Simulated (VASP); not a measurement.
The system is MgCd3O4.

```
Mg Cd O
1.0
     3.53785   -5.00328    0.00000
     3.53785    5.00328    0.00000
     0.00000    0.00000    3.53785
Mg Cd O
1 3 4
Direct
  0.50000 0.50000 0.00000
  0.00000 0.00000 0.00000
  0.00000 0.50000 0.50000
  0.50000 0.00000 0.50000
  0.75000 0.25000 0.00000
  0.75000 0.75000 0.50000
  0.25000 0.25000 0.50000
  0.25000 0.75000 0.00000
```

- Program: VASP 6.6.1
- Task: relaxation of cell and atoms
- Functional: PBE
- Potentials or basis: VASP PAW PBE potentials, release 64 (Mg, Cd, O)
- Cutoff: 600 eV
- k mesh: 4 × 4 × 6
- Occupations: gaussian, width 0.1 eV
- Spin: no spin polarisation

At the start: pressure -16.1 GPa; volume 15.66 Å³/atom.

**Question.** How do energy, volume and symmetry change on relaxing?

**Answer.** Over 10 steps the energy falls by 206.1 meV/atom and the volume is 12.72 Å³/atom (-18.7 %); space group Cmmm (No. 65, to 0.1 Å) before and after.

The path:
| step | energy change (eV) | largest force (eV/Å) | pressure (GPa) | volume (Å³) |
| --- | --- | --- | --- | --- |
| 1 | 0.0000 | 0.7551 | -16.12 | 125.25 |
| 2 | -1.3929 | 1.2266 | 5.66 | 98.81 |
| 3 | -1.4423 | 1.1449 | 0.86 | 102.14 |
| 4 | -1.5876 | 0.6011 | 0.80 | 101.63 |
| 5 | -1.6445 | 0.0587 | 1.00 | 101.04 |
| 6 | -1.6445 | 0.0738 | 0.99 | 101.06 |
| 7 | -1.6466 | 0.0455 | -0.80 | 102.43 |
| 8 | -1.6477 | 0.0559 | -0.15 | 101.91 |
| 9 | -1.6485 | 0.0456 | -0.08 | 101.85 |
| 10 | -1.6489 | 0.0327 | 0.01 | 101.77 |

Final structure:
```
Mg Cd O
1.0
     3.31768   -4.66533    0.00000
     3.31768    4.66533    0.00000
     0.00000    0.00000    3.28768
Mg Cd O
1 3 4
Direct
  0.50000 0.50000 0.00000
  0.00000 0.00000 0.00000
  0.00000 0.50000 0.50000
  0.50000 0.00000 0.50000
  0.73788 0.26212 0.00000
  0.72832 0.72832 0.50000
  0.27168 0.27168 0.50000
  0.26212 0.73788 0.00000
```

Caveat: the volume moved by over 15 % at a fixed basis, so the end points are rough.
